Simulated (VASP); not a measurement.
ScAl3N4, 8 atoms in the cell. The structure is monoclinic, space group Cm (No. 8). Conventional cell: a = 11.529 Å, b = 3.209 Å, c = 5.604 Å, α = 90.00°, β = 119.04°, γ = 90.00°. Sc (site symmetry m) has 4 N at 1.92 to 2.27 Å within 2.5 Å. Within 2.4 Å of Al (site symmetry m) lie 4 N at 1.83 to 2.21 Å. Al (site symmetry m) has 4 N at 1.88 to 2.17 Å within 2.5 Å. Within 2.5 Å of Al (site symmetry m) lie 4 N at 1.87 to 2.18 Å. N (site symmetry m) has 3 Al at 1.87 to 1.88 Å and 1 Sc at 2.27 Å within 2.5 Å. N (site symmetry m) has 4 Al at 1.89 to 2.21 Å within 2.5 Å. Within 2.4 Å of N (site symmetry m) lie 2 Al at 1.83 to 2.17 Å and 2 Sc at 1.92 Å. N (site symmetry m) has 3 Al at 1.86 to 2.18 Å and 1 Sc at 1.96 Å within 2.5 Å.  This cell differs from its parent crystal: atoms displaced along a vibrational mode.

| Quantity | Value |
| --- | --- |
| Program | VASP 6.6.1 |
| Task | single point |
| Functional | PBEsol |
| Potentials or basis | VASP PAW PBE potentials, release 64 (Sc_sv, Al, N) |
| Cutoff | 520 eV |
| k mesh | 10 × 8 × 10 |
| Occupations | gaussian, width 0.01 eV |
| Spin | no spin polarisation |
| Dipole correction | no |
| Further INCAR settings | ALGO = Normal; EDIFF = 1e-06; NBANDS = 30 |

Potentials or basis: VASP PAW PBE potentials, release 64 (Sc_sv, Al, N).

Command:

```console
$ cat potpaw_PBE.64/Sc_sv/POTCAR potpaw_PBE.64/Al/POTCAR potpaw_PBE.64/N/POTCAR > POTCAR
$ mpirun -np 1 vasp_std > vasp.out
```

Hardware: 1 thread of Intel(R) Xeon(R) Platinum 8259CL CPU @ 2.50GHz (Skylake/Cascade Lake), on a shared host.

Task: How long does it take, and how much memory?

Result: Run time: 7.8 min on 1 thread of Intel(R) Xeon(R) Platinum 8259CL CPU @ 2.50GHz (Skylake/Cascade Lake) (shared host), peak memory 0.61 GiB. Counts: scf iterations 14, k points 227.
